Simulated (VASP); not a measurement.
# MnO (P1) in VASP: relaxation of the atoms with PBE+U

Aim: the relaxation of the atoms of MnO with PBE+U.

Everything below comes from runs of VASP 6.6.1. Logs are shortened: lines on timing, memory, paths and dates and some standing lists are left out, and cuts for length are marked.

### Step 1. The cell of the first run

The typed cell holds 4 atoms: a = 5.451 Å, b = 5.451 Å, c = 5.451 Å, α = 33.56°, β = 33.56°, γ = 33.56°.

### Step 2. Relaxation of the atoms, PBE+U, collinear spin, antiferromagnetic start

The input, INCAR:

```
  ALGO = Normal
  EDIFF = 1E-7
  EDIFFG = -0.01
  ENCUT = 520
  GGA = PE
  GGA_COMPAT = False
  IBRION = 2
  ISIF = 2
  ISMEAR = -1
  ISPIN = 2
  LASPH = True
  LCHARG = False
  LDAU = True
  LDAUJ = 0 0
  LDAUL = 2 -1
  LDAUPRINT = 1
  LDAUTYPE = 2
  LDAUU = 5 0
  LMAXMIX = 4
  LORBIT = 11
  LREAL = False
  LWAVE = False
  MAGMOM = 4.5 -4.5 0 0
  NELM = 200
  NELMIN = 4
  NSW = 50
  PREC = Accurate
  SIGMA = 0.1
```

The input, KPOINTS:

```
k-points
0
Gamma
  2 2 2
```

The input, POSCAR:

```
MnO
1.0
    4.4510000000      2.2255000000      2.2255000000
    2.2255000000      4.4510000000      2.2255000000
    2.2255000000      2.2255000000      4.4510000000
Mn O
2 2
Direct
    0.0000000000      0.0000000000      0.0000000000
    0.5000000000      0.5000000000      0.5000000000
    0.2515000000      0.2508000000      0.2499000000
    0.7500000000      0.7516000000      0.7501000000
```

Potentials or basis: VASP PAW PBE potentials, release 64 (Mn_pv, O).

Launch:

```console
cat potpaw_PBE.64/Mn_pv/POTCAR potpaw_PBE.64/O/POTCAR > POTCAR
mpirun -np 1 vasp_std > vasp.out
```

OUTCAR:

```text
EDIFF = 1E-7
   EDIFFG = -0.01
   ENCUT = 520
   GGA = PE
   IBRION = 2
   ISIF = 2
   ISMEAR = -1
   ISPIN = 2
   LASPH = True
   LORBIT = 11
   LREAL = False
   NELM = 200
   NELMIN = 4
   NSW = 50
   PREC = Accurate

 ion  position               nearest neighbor table
   1  0.000  0.000  0.000-   3 2.22   3 2.22   3 2.22   4 2.23   4 2.23   4 2.23   2 3.15   2 3.15
                             2 3.15   2 3.15   2 3.15   2 3.15
   2  0.500  0.500  0.500-   4 2.22   4 2.22   4 2.22   3 2.23   3 2.23   3 2.23   1 3.15   1 3.15
                             1 3.15   1 3.15   1 3.15   1 3.15
   3  0.252  0.251  0.250-   1 2.22   1 2.22   1 2.22   2 2.23   2 2.23   2 2.23
   4  0.750  0.752  0.750-   2 2.22   2 2.22   2 2.22   1 2.23   1 2.23   1 2.23

  LATTYP: Found a trigonal (rhomboedric) cell.
 ALAT       =     5.4513394226
 COS(alpha) =     0.8333333333

  Lattice vectors:

 A1 = (   4.4510000000,   2.2255000000,   2.2255000000)
 A2 = (   2.2255000000,   4.4510000000,   2.2255000000)
 A3 = (   2.2255000000,   2.2255000000,   4.4510000000)

Analysis of symmetry for initial positions (statically):
=====================================================================
 Subroutine PRICEL returns:
 Original cell was already a primitive cell.

 Routine SETGRP: Setting up the symmetry group for a
 trigonal (rhombohedral) supercell.

 Subroutine GETGRP returns: Found  1 space group operations
 (whereof  1 operations were pure point group operations)
 out of a pool of 12 trial point group operations.

The static configuration has the point symmetry C_1 .

Analysis of symmetry for dynamics (positions and initial velocities):
=====================================================================
 Subroutine PRICEL returns:
 Original cell was already a primitive cell.

 Routine SETGRP: Setting up the symmetry group for a
 trigonal (rhombohedral) supercell.

 Subroutine GETGRP returns: Found  1 space group operations
 (whereof  1 operations were pure point group operations)
 out of a pool of 12 trial point group operations.

The dynamic configuration has the point symmetry C_1 .

Analysis of structural, dynamic, and magnetic symmetry:
=====================================================================
 Subroutine PRICEL returns:
 Original cell was already a primitive cell.

 Routine SETGRP: Setting up the symmetry group for a
 trigonal (rhombohedral) supercell.

 Subroutine GETGRP returns: Found  1 space group operations
 (whereof  1 operations were pure point group operations)
 out of a pool of 12 trial point group operations.

The overall configuration has the point symmetry C_1 .

 Subroutine INISYM returns: Found  1 space group operations
 (whereof  1 operations are pure point group operations),
 and found     1 'primitive' translations

----------------------------------------------------------------------------------------

                                     Primitive cell

  volume of cell :      44.0903

  direct lattice vectors                    reciprocal lattice vectors
     4.451000000  2.225500000  2.225500000     0.337002921 -0.112334307 -0.112334307
     2.225500000  4.451000000  2.225500000    -0.112334307  0.337002921 -0.112334307
     2.225500000  2.225500000  4.451000000    -0.112334307 -0.112334307  0.337002921

  length of vectors
     5.451339423  5.451339423  5.451339423     0.372570747  0.372570747  0.372570747
[... 126 lines left out ...]

  FORCE on cell =-STRESS in cart. coord.  units (eV):
  Direction    XX          YY          ZZ          XY          YZ          ZX
  --------------------------------------------------------------------------------------
  -------------------------------------------------------------------------------------
  Total        1.6906021      1.6911829      1.6891596     -1.1115307     -1.1114982     -1.1114858
  in kB       61.4340566     61.4551638     61.3816402    -40.3914331    -40.3902526    -40.3898020
  external PRESSURE =      61.4236202 kB  Pullay stress =       0.0000000 kB
[... 95 lines left out ...]
  FREE ENERGIE OF THE ION-ELECTRON SYSTEM (eV)
  ---------------------------------------------------
  free  energy   TOTEN  =       -29.9564623083 eV

  energy  without entropy=      -29.9563976990  energy(sigma->0) =      -29.95643000

atom =   1  type =  1  l = 2

 onsite density matrix

spin component  1

  0.9401 -0.0002  0.0004 -0.0002  0.0000
 -0.0002  0.9401 -0.0002 -0.0002  0.0003
  0.0004 -0.0002  0.9810 -0.0002 -0.0000
 -0.0002 -0.0002 -0.0002  0.9401 -0.0003
  0.0000  0.0003 -0.0000 -0.0003  0.9810

spin component  2

  0.0177 -0.0004  0.0033 -0.0004  0.0000
 -0.0004  0.0177 -0.0016 -0.0004  0.0028
  0.0033 -0.0016  0.0842 -0.0016 -0.0000
 -0.0004 -0.0004 -0.0016  0.0177 -0.0028
  0.0000  0.0028 -0.0000 -0.0028  0.0842

 occupancies and eigenvectors

  o =  0.0169  v =  0.0000  0.0000  0.0000  0.0000  0.0000  0.5755  0.5841  0.0002  0.5724 -0.0007      0.0000  0.0000  0.0000  0.0000  0.0000  0.0000  0.0000  0.0000  0.0000  0.0000
  o =  0.0178  v =  0.0000  0.0000  0.0000  0.0000  0.0000  0.4988 -0.8037 -0.0362  0.3187  0.0475      0.0000  0.0000  0.0000  0.0000  0.0000  0.0000  0.0000  0.0000  0.0000  0.0000
  o =  0.0178  v =  0.0000  0.0000  0.0000  0.0000  0.0000  0.6462  0.1021 -0.0480 -0.7539 -0.0366      0.0000  0.0000  0.0000  0.0000  0.0000  0.0000  0.0000  0.0000  0.0000  0.0000
  o =  0.0844  v =  0.0000  0.0000  0.0000  0.0000  0.0000  0.0393  0.0064  0.7934 -0.0455  0.6057      0.0000  0.0000  0.0000  0.0000  0.0000  0.0000  0.0000  0.0000  0.0000  0.0000
  o =  0.0845  v =  0.0000  0.0000  0.0000  0.0000  0.0000 -0.0295  0.0485 -0.6058 -0.0186  0.7934      0.0000  0.0000  0.0000  0.0000  0.0000  0.0000  0.0000  0.0000  0.0000  0.0000
  o =  0.9397  v =  0.5758  0.5829  0.0001  0.5732 -0.0004  0.0000  0.0000  0.0000  0.0000  0.0000      0.0000  0.0000  0.0000  0.0000  0.0000  0.0000  0.0000  0.0000  0.0000  0.0000
  o =  0.9403  v =  0.4584 -0.8107 -0.0063  0.3639  0.0095  0.0000  0.0000  0.0000  0.0000  0.0000      0.0000  0.0000  0.0000  0.0000  0.0000  0.0000  0.0000  0.0000  0.0000  0.0000
  o =  0.9403  v =  0.6769  0.0533 -0.0100 -0.7341 -0.0068  0.0000  0.0000  0.0000  0.0000  0.0000      0.0000  0.0000  0.0000  0.0000  0.0000  0.0000  0.0000  0.0000  0.0000  0.0000
  o =  0.9810  v =  0.0079  0.0013  0.7958 -0.0090  0.6055  0.0000  0.0000  0.0000  0.0000  0.0000      0.0000  0.0000  0.0000  0.0000  0.0000  0.0000  0.0000  0.0000  0.0000  0.0000
  o =  0.9810  v = -0.0054  0.0094 -0.6055 -0.0034  0.7958  0.0000  0.0000  0.0000  0.0000  0.0000      0.0000  0.0000  0.0000  0.0000  0.0000  0.0000  0.0000  0.0000  0.0000  0.0000

atom =   2  type =  1  l = 2

 onsite density matrix

spin component  1

  0.0177 -0.0004  0.0033 -0.0004 -0.0000
 -0.0004  0.0177 -0.0016 -0.0004  0.0028
  0.0033 -0.0016  0.0842 -0.0016  0.0001
 -0.0004 -0.0004 -0.0016  0.0177 -0.0028
 -0.0000  0.0028  0.0001 -0.0028  0.0842

spin component  2

  0.9401 -0.0002  0.0004 -0.0002 -0.0000
 -0.0002  0.9401 -0.0002 -0.0002  0.0003
  0.0004 -0.0002  0.9810 -0.0002  0.0000
 -0.0002 -0.0002 -0.0002  0.9401 -0.0003
 -0.0000  0.0003  0.0000 -0.0003  0.9810

 occupancies and eigenvectors

  o =  0.0169  v = -0.5791 -0.5706  0.0002 -0.5822 -0.0007  0.0000  0.0000  0.0000  0.0000  0.0000      0.0000  0.0000  0.0000  0.0000  0.0000  0.0000  0.0000  0.0000  0.0000  0.0000
  o =  0.0178  v = -0.6527 -0.1013  0.0478  0.7484  0.0360  0.0000  0.0000  0.0000  0.0000  0.0000      0.0000  0.0000  0.0000  0.0000  0.0000  0.0000  0.0000  0.0000  0.0000  0.0000
  o =  0.0178  v = -0.4861  0.8134  0.0364 -0.3137 -0.0483  0.0000  0.0000  0.0000  0.0000  0.0000      0.0000  0.0000  0.0000  0.0000  0.0000  0.0000  0.0000  0.0000  0.0000  0.0000
  o =  0.0844  v =  0.0301 -0.0488  0.6054  0.0192 -0.7936  0.0000  0.0000  0.0000  0.0000  0.0000      0.0000  0.0000  0.0000  0.0000  0.0000  0.0000  0.0000  0.0000  0.0000  0.0000
  o =  0.0845  v = -0.0388 -0.0062 -0.7937  0.0451 -0.6054  0.0000  0.0000  0.0000  0.0000  0.0000      0.0000  0.0000  0.0000  0.0000  0.0000  0.0000  0.0000  0.0000  0.0000  0.0000
  o =  0.9397  v =  0.0000  0.0000  0.0000  0.0000  0.0000 -0.5788 -0.5718  0.0001 -0.5814 -0.0004      0.0000  0.0000  0.0000  0.0000  0.0000  0.0000  0.0000  0.0000  0.0000  0.0000
  o =  0.9403  v =  0.0000  0.0000  0.0000  0.0000  0.0000 -0.6813 -0.0526  0.0096  0.7300  0.0064      0.0000  0.0000  0.0000  0.0000  0.0000  0.0000  0.0000  0.0000  0.0000  0.0000
  o =  0.9403  v =  0.0000  0.0000  0.0000  0.0000  0.0000 -0.4480  0.8187  0.0068 -0.3591 -0.0102      0.0000  0.0000  0.0000  0.0000  0.0000  0.0000  0.0000  0.0000  0.0000  0.0000
  o =  0.9810  v =  0.0000  0.0000  0.0000  0.0000  0.0000  0.0062 -0.0097  0.6048  0.0041 -0.7963      0.0000  0.0000  0.0000  0.0000  0.0000  0.0000  0.0000  0.0000  0.0000  0.0000
  o =  0.9810  v =  0.0000  0.0000  0.0000  0.0000  0.0000 -0.0074 -0.0011 -0.7963  0.0088 -0.6048      0.0000  0.0000  0.0000  0.0000  0.0000  0.0000  0.0000  0.0000  0.0000  0.0000

--------------------------------------- Ionic step        4  -------------------------------------------

 number of electron      37.9999990 magnetization       0.0000003

 Free energy of the ion-electron system (eV)
  ---------------------------------------------------
  ext. energy  EPLUGINS =         0.00000000
  ---------------------------------------------------
  free energy    TOTEN  =       -29.95648395 eV

  energy without entropy =      -29.95641938  energy(sigma->0) =      -29.95645167

 E-fermi :   6.8901     XC(G=0): -11.7363

 val. band max:        5.9051103977   @ k =   0.5000   0.5000   0.5000
 cond. band min:       7.7920037240   @ k =   0.0000   0.0000   0.0000
 fundamental gap:      1.8868933263
 Fermi energy:         6.8901284628

 spin component 1

 k-point     1 :       0.0000    0.0000    0.0000
  band No.  band energies     occupation
      1     -42.9018      1.00000
      2     -42.8374      1.00000
      3     -42.8371      1.00000
      4     -37.9613      1.00000
      5     -37.9011      1.00000
      6     -37.9007      1.00000
[... 197 lines left out ...]
     22      11.1723      0.00000
     23      11.1949      0.00000
 Fermi energy:         6.8901284628

 spin component 2

 k-point     1 :       0.0000    0.0000    0.0000
  band No.  band energies     occupation
      1     -42.9002      1.00000
      2     -42.8357      1.00000
      3     -42.8354      1.00000
      4     -37.9629      1.00000
      5     -37.9028      1.00000
      6     -37.9024      1.00000
[... 228 lines left out ...]
  FREE ENERGIE OF THE ION-ELECTRON SYSTEM (eV)
  ---------------------------------------------------
  free  energy   TOTEN  =       -29.9564839524 eV

  energy  without entropy=      -29.9564193780  energy(sigma->0) =      -29.95645167

 reached required accuracy - stopping structural energy minimisation

 total charge

# of ion       s       p       d       tot
------------------------------------------
    1        0.186   6.180   4.984  11.350
    2        0.186   6.180   4.984  11.350
    3        1.540   3.491   0.000   5.030
    4        1.540   3.491   0.000   5.030
--------------------------------------------------
tot          3.452  19.341   9.967  32.760

 magnetization (x)

# of ion       s       p       d       tot
------------------------------------------
    1        0.029   0.022   4.551   4.602
    2       -0.029  -0.022  -4.551  -4.602
    3       -0.000   0.000   0.000   0.000
    4       -0.000  -0.000   0.000  -0.000
--------------------------------------------------
tot         -0.000  -0.000   0.000  -0.000
```

Run time: 3.1 min. Hardware: 1 thread of Oxide Virtual Turin-like, shared host; peak memory 0.27 GiB.

Results:

* Free energy: -29.9565 eV
* Energy gained by relaxing: 0.1 meV/atom
* Ionic steps: 4
* Pressure after relaxing: 6.1 GPa
* Largest force after relaxing: 0.004 eV/Å
* Band gap on the k mesh: 1.89 eV
* Net moment: 0.00 μB per cell
* Site moments: Mn +4.60, -4.60; O +0.00, -0.00 μB
* Valence electrons inside the program's atomic spheres: Mn 11.35; O 5.03

Forces on the atoms (eV/Å):
```
Mn   0.000  0.001  0.000
Mn   0.001  0.001  0.000
O   -0.001  0.002  0.002
O    0.000 -0.004 -0.002
```

Step by step:
```
step  energy change (eV)  largest force (eV/Å)  pressure (GPa)
   1              0.0000                0.0523            6.14
   2             -0.0002                0.0294            6.15
   3             -0.0004                0.0192            6.15
   4             -0.0004                0.0042            6.15
```

Final structure:
```
CELL_PARAMETERS angstrom
4.45100 2.22550 2.22550
2.22550 4.45100 2.22550
2.22550 2.22550 4.45100
ATOMIC_POSITIONS crystal
Mn 0.00038 0.00056 0.00001
Mn 0.50035 0.50058 0.50002
O 0.25055 0.25048 0.24992
O 0.75022 0.75077 0.75004
```

Eigenvalues of the final occupation matrices:
| site | spin | trace | eigenvalues |
| --- | --- | --- | --- |
| site 1 d | 1 | 4.78 | 0.94 0.94 0.94 0.98 0.98 |
| site 1 d | 2 | 0.22 | 0.02 0.02 0.02 0.08 0.08 |
| site 2 d | 1 | 0.22 | 0.02 0.02 0.02 0.08 0.08 |
| site 2 d | 2 | 4.78 | 0.94 0.94 0.94 0.98 0.98 |

Caveat: the k points lie up to 1.17 Å⁻¹ apart, too coarse for converged energies, forces and pressures. A k mesh can miss the band edges.
